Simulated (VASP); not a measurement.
# Pb (Fm-3m) in VASP: a series of runs, part 2 of 2

VASP 6.6.1.

## 3. Single point, PBE (volume scaled by 0.43)

INCAR

```
  PREC = Accurate
  ENCUT = 500
  EDIFF = 1E-6
  ISMEAR = -1
  SIGMA = 0.05
  LREAL = False
  LASPH = True
  NELM = 120
  ALGO = Normal
  ISIF = 2
  LWAVE = False
  LCHARG = True
  GGA = PE
  LELF = True
  LVHAR = True
  NBANDS = 13
  GGA_COMPAT = False
```

KPOINTS

```
regular mesh
0
Gamma
  14 14 14
```

POSCAR

```
Pb
1.0
    0.0000000000      1.9022577303      1.9022577303
    1.9022577303      0.0000000000      1.9022577303
    1.9022577303      1.9022577303      0.0000000000
Pb
1
Direct
    0.0000000000      0.0000000000      0.0000000000
```

Potentials or basis: VASP PAW PBE potentials, release 64 (Pb_d).

Command:

```sh
cat potpaw_PBE.64/Pb_d/POTCAR > POTCAR
mpirun -np 1 vasp_std > vasp.out
```

OUTCAR:

```text
PREC = Accurate
   ENCUT = 500
   EDIFF = 1E-6
   ISMEAR = -1
   LREAL = False
   LASPH = True
   NELM = 120
   ISIF = 2
   GGA = PE

 ion  position               nearest neighbor table
   1  0.000  0.000  0.000-

  LATTYP: Found a face centered cubic cell.
 ALAT       =     3.8045154606

  Lattice vectors:

 A1 = (   0.0000000000,   1.9022577303,   1.9022577303)
 A2 = (   1.9022577303,   0.0000000000,   1.9022577303)
 A3 = (   1.9022577303,   1.9022577303,   0.0000000000)

Analysis of symmetry for initial positions (statically):
=====================================================================
 Subroutine PRICEL returns:
 Original cell was already a primitive cell.

 Routine SETGRP: Setting up the symmetry group for a
 face centered cubic supercell.

 Subroutine GETGRP returns: Found 48 space group operations
 (whereof 48 operations were pure point group operations)
 out of a pool of 48 trial point group operations.

The static configuration has the point symmetry O_h .

Analysis of symmetry for dynamics (positions and initial velocities):
=====================================================================
 Subroutine PRICEL returns:
 Original cell was already a primitive cell.

 Routine SETGRP: Setting up the symmetry group for a
 face centered cubic supercell.

 Subroutine GETGRP returns: Found 48 space group operations
 (whereof 48 operations were pure point group operations)
 out of a pool of 48 trial point group operations.

The dynamic configuration has the point symmetry O_h .

 Subroutine INISYM returns: Found 48 space group operations
 (whereof 48 operations are pure point group operations),
 and found     1 'primitive' translations

----------------------------------------------------------------------------------------

                                     Primitive cell
[... 112 lines left out ...]
  Thomas-Fermi vector in A             =   2.735938
   LORBIT       =      0    0 simple, 1 ext, 2 COOP (PROOUT), +10 PAW based schemes
   GGA     = PE    functional components
   LHFCALC =     F    Hartree Fock is set to
   AEXX    =    0.0000 exact exchange contribution
   IVDW    =     0    specifies the selected vdW correction
   LEPSILON=     F    determine dielectric tensor
   LRPA    =     F    only Hartree local field effects (RPA)
 non-spin polarized calculation
  energy-cutoff  :      500.00
  volume of cell :       13.77
 maximum number of plane-waves:       359
   NGX =  9   NGY =  9   NGZ =  9

 number of electron      14.0000003 magnetization

 Free energy of the ion-electron system (eV)
  ---------------------------------------------------
  ext. energy  EPLUGINS =         0.00000000
  ---------------------------------------------------
  free energy    TOTEN  =         3.05999437 eV

  energy without entropy =        3.06270262  energy(sigma->0) =        3.06134850

 E-fermi :  21.5701     XC(G=0): -14.6176

 val. band max:       21.5676517225   @ k =  -0.4286   0.3571   0.1429
 cond. band min:      21.7186858151   @ k =   0.2857   0.0000   0.0000
 fundamental gap:      0.1510340926
 Fermi energy:        21.5701063587

 k-point     1 :       0.0000    0.0000    0.0000
  band No.  band energies     occupation
      1       0.3331      2.00000
      2       1.1349      2.00000
      3       1.1349      2.00000
      4       1.1349      2.00000
      5       2.3028      2.00000
      6       2.3028      2.00000
      7      28.7816      0.00000
      8      33.1549      0.00000
      9      33.1549      0.00000
     10      33.1549      0.00000
     11      39.8767      0.00000
     12      41.8595      0.00000
     13      41.8595      0.00000
[... 354 lines left out ...]
  band No.  band energies     occupation
      1       0.5279      2.00000
      2       1.4136      2.00000
      3       1.5660      2.00000
      4       1.7367      2.00000
      5       2.7751      2.00000
      6       4.0740      2.00000
      7      24.5659      0.00000
      8      29.7357      0.00000
      9      29.9816      0.00000
     10      31.9693      0.00000
     11      35.4943      0.00000
     12      39.5047      0.00000
     13      39.8844      0.00000

 [... further k-points ...]

------------------------ aborting loop because EDIFF is reached ----------------------------------------

  FORCE on cell =-STRESS in cart. coord.  units (eV):
  Direction    XX          YY          ZZ          XY          YZ          ZX
  --------------------------------------------------------------------------------------
  -------------------------------------------------------------------------------------
  Total       22.8647682     22.8647682     22.8647682     -0.0000000     -0.0000000      0.0000000
  in kB     2660.9659410   2660.9659410   2660.9659410     -0.0000000     -0.0000000      0.0000000
  external PRESSURE =    2660.9659410 kB  Pullay stress =       0.0000000 kB

 VOLUME and BASIS-vectors are now :
 -----------------------------------------------------------------------------
  energy-cutoff  :      500.00
  volume of cell :       13.77
      direct lattice vectors                 reciprocal lattice vectors
     0.000000000  1.902257730  1.902257730    -0.262845561  0.262845561  0.262845561
     1.902257730  0.000000000  1.902257730     0.262845561 -0.262845561  0.262845561
     1.902257730  1.902257730  0.000000000     0.262845561  0.262845561 -0.262845561

 POSITION                                       TOTAL-FORCE (eV/Angst)
 -----------------------------------------------------------------------------------
      0.00000      0.00000      0.00000         0.000000      0.000000     -0.000000
 -----------------------------------------------------------------------------------
    total drift:                               -0.000000     -0.000000     -0.000000

  FREE ENERGIE OF THE ION-ELECTRON SYSTEM (eV)
  ---------------------------------------------------
  free  energy   TOTEN  =         3.0599943745 eV

  energy  without entropy=        3.0627026246  energy(sigma->0) =        3.06134850
```

It took 11 s on 1 thread of AMD EPYC 9R14 (Zen 4), shared host; peak memory 0.1 GiB.

What came out:

```yaml
Free_energy: 3.0600 eV
Pressure: 266.1 GPa
Band_gap_on_the_k_mesh: zero (band 7 reaches 29.50 eV, above the bottom of band 8 at 18.31 eV)
```

Caveat: spin-orbit coupling is left out, which moves the levels of the heavy elements.

## 4. Single point, PBE (volume scaled by 0.5)

INCAR

```
SYSTEM = Pb
PREC = Accurate ; ENCUT = 500
EDIFF = 1E-6 ; ISMEAR = -1
SIGMA = 0.05 ; LREAL = .False.
LASPH = .True. ; NELM = 120
ALGO = Normal ; ISIF = 2
LWAVE = .False. ; LCHARG = .False.
GGA = PE ; NBANDS = 13
GGA_COMPAT = .False.
```

KPOINTS

```
Automatic mesh
0
Gamma
  14 14 14
  0 0 0
```

POSCAR

```
Pb
1.0
    0.0000000000      2.0003371801      2.0003371801
    2.0003371801      0.0000000000      2.0003371801
    2.0003371801      2.0003371801      0.0000000000
Pb
1
Direct
    0.0000000000      0.0000000000      0.0000000000
```

Command:

```sh
cat potpaw_PBE.64/Pb_d/POTCAR > POTCAR
mpirun -np 1 vasp_std > vasp.out
```

Wall time 15 s (1 thread of AMD EPYC 9R14 (Zen 4), shared host); peak memory 0.12 GiB.

The run converged. Its results:

| Quantity | Value |
| --- | --- |
| Free energy | 0.2366 eV |
| Pressure | 149.8 GPa |
| Band gap on the k mesh | zero (band 7 reaches 26.40 eV, above the bottom of band 8 at 14.76 eV) |

Levels at points of the mesh, in eV from the Fermi level:
| k point | band 4 | band 5 | band 6 | band 7 | band 8 | band 9 | band 10 | band 11 |
| --- | --- | --- | --- | --- | --- | --- | --- | --- |
| (0.00, 0.00, 0.00) | -18.72 | -18.44 | -18.44 | 8.30 | 11.49 | 11.49 | 11.49 | 17.66 |
| (0.50, 0.00, 0.00) | -17.76 | -17.76 | -9.12 | -9.06 | 7.86 | 8.91 | 8.91 | 15.81 |
| (0.50, 0.50, 0.00) | -17.58 | -17.58 | -7.27 | -5.85 | 1.90 | 1.90 | 8.03 | 9.46 |

Caveat: spin-orbit coupling is left out, which moves the levels of the heavy elements.

## 5. Single point, PBE (volume scaled by 0.58)

INCAR

```
PREC = Accurate
ENCUT = 500
EDIFF = 1E-6
ISMEAR = -1
SIGMA = 0.05
LREAL = False
LASPH = True
NELM = 120
ALGO = Normal
ISIF = 2
LWAVE = False
LCHARG = True
GGA = PE
LELF = True
LVHAR = True
NBANDS = 13
GGA_COMPAT = False
```

KPOINTS

```
Automatic mesh
0
Gamma
  14 14 14
```

POSCAR

```
Pb
1.0
    0.0000000000      2.1017894301      2.1017894301
    2.1017894301      0.0000000000      2.1017894301
    2.1017894301      2.1017894301      0.0000000000
Pb
1
Direct
    0.0000000000      0.0000000000      0.0000000000
```

Potentials or basis: VASP PAW PBE potentials, release 64 (Pb_d).

Command:

```sh
cat potpaw_PBE.64/Pb_d/POTCAR > POTCAR
mpirun -np 1 vasp_std > vasp.out
```

OUTCAR:

```text
PREC = Accurate
   ENCUT = 500
   EDIFF = 1E-6
   ISMEAR = -1
   LREAL = False
   LASPH = True
   NELM = 120
   ISIF = 2
   GGA = PE

 ion  position               nearest neighbor table
   1  0.000  0.000  0.000-

  LATTYP: Found a face centered cubic cell.
 ALAT       =     4.2035788602

  Lattice vectors:

 A1 = (   0.0000000000,   2.1017894301,   2.1017894301)
 A2 = (   2.1017894301,   0.0000000000,   2.1017894301)
[... 561 lines left out ...]
     11      26.8795      0.00000
     12      31.6141      0.00000
     13      31.9379      0.00000

 [... further k-points ...]

------------------------ aborting loop because EDIFF is reached ----------------------------------------

  FORCE on cell =-STRESS in cart. coord.  units (eV):
  Direction    XX          YY          ZZ          XY          YZ          ZX
  --------------------------------------------------------------------------------------
  -------------------------------------------------------------------------------------
  Total        9.4415154      9.4415154      9.4415154      0.0000000      0.0000000      0.0000000
  in kB      814.6192713    814.6192713    814.6192713      0.0000000      0.0000000      0.0000000
  external PRESSURE =     814.6192713 kB  Pullay stress =       0.0000000 kB

 VOLUME and BASIS-vectors are now :
 -----------------------------------------------------------------------------
  energy-cutoff  :      500.00
  volume of cell :       18.57
      direct lattice vectors                 reciprocal lattice vectors
     0.000000000  2.101789430  2.101789430    -0.237892528  0.237892528  0.237892528
     2.101789430  0.000000000  2.101789430     0.237892528 -0.237892528  0.237892528
     2.101789430  2.101789430  0.000000000     0.237892528  0.237892528 -0.237892528

 POSITION                                       TOTAL-FORCE (eV/Angst)
 -----------------------------------------------------------------------------------
      0.00000      0.00000      0.00000        -0.000000     -0.000000      0.000000
 -----------------------------------------------------------------------------------
    total drift:                               -0.000000      0.000000     -0.000000

  FREE ENERGIE OF THE ION-ELECTRON SYSTEM (eV)
  ---------------------------------------------------
  free  energy   TOTEN  =        -1.5532133178 eV

  energy  without entropy=       -1.5484387422  energy(sigma->0) =       -1.55082603
```

Wall time 15 s (1 thread of AMD EPYC 9R14 (Zen 4), shared host); peak memory 0.12 GiB.

Results:

* Free energy: -1.5532 eV
* Pressure: 81.5 GPa
* Band gap on the k mesh: zero (band 7 reaches 23.74 eV, above the bottom of band 8 at 11.93 eV)

Caveat: spin-orbit coupling is left out, which moves the levels of the heavy elements.

## 6. Single point, PBE (volume scaled by 0.58)

INCAR

```
SYSTEM = Pb
PREC = Accurate
ENCUT = 500
EDIFF = 1E-6
ISMEAR = -1
SIGMA = 0.05
LREAL = .False.
LASPH = .True.
NELM = 120
ALGO = Normal
ISIF = 2
LWAVE = .False.
LCHARG = .False.
GGA = PE
NBANDS = 13
GGA_COMPAT = .False.
```

KPOINTS

```
regular mesh
0
Gamma
  14 14 14
  0 0 0
```

POSCAR is that of step 5.

Potentials or basis: VASP PAW PBE potentials, release 64 (Pb_d).

Command:

```sh
cat potpaw_PBE.64/Pb_d/POTCAR > POTCAR
mpirun -np 1 vasp_std > vasp.out
```

Run time: 14 s. Hardware: 1 thread of AMD EPYC 9R14 (Zen 4), shared host; peak memory 0.12 GiB.

The run converged. Its results:

| Quantity | Value |
| --- | --- |
| Free energy | -1.5532 eV |
| Pressure | 81.5 GPa |
| Band gap on the k mesh | zero (band 7 reaches 23.74 eV, above the bottom of band 8 at 11.93 eV) |

Levels at points of the mesh, in eV from the Fermi level:
| k point | band 3 | band 4 | band 5 | band 6 | band 7 | band 8 | band 9 | band 10 | band 11 | band 12 |
| --- | --- | --- | --- | --- | --- | --- | --- | --- | --- | --- |
| (0.00, 0.00, 0.00) | -18.39 | -17.83 | -17.83 | -16.60 | 9.04 | 10.95 | 10.95 | 10.95 | 16.70 | 16.75 |
| (0.50, 0.00, 0.00) | -18.36 | -17.34 | -17.34 | -8.89 | -7.62 | 8.24 | 8.24 | 8.56 | 14.56 | 14.56 |
| (0.50, 0.50, 0.00) | -17.37 | -17.22 | -17.22 | -6.09 | -6.07 | 2.11 | 2.11 | 7.24 | 8.60 | 20.41 |

Caveat: spin-orbit coupling is left out, which moves the levels of the heavy elements.

## 7. Summary

```csv
cell,gap on the mesh (eV),pressure (GPa)
"a = 2.690 Å, angles 60.0°, 1 atom",none,266.1
"a = 2.829 Å, angles 60.0°, 1 atom",none,149.8
"a = 2.972 Å, angles 60.0°, 1 atom",none,81.5
```

Alike in all rows: task single point; level PBE; potentials or basis VASP PAW PBE potentials, release 64 (Pb_d); no spin polarisation; k mesh 14 × 14 × 14; cutoff (eV) 500; smearing fermi-dirac 0.05 eV.

Caveats: spin-orbit coupling is left out, which moves the levels of the heavy elements.

Absolute energies hang on the potentials; compare differences alone.
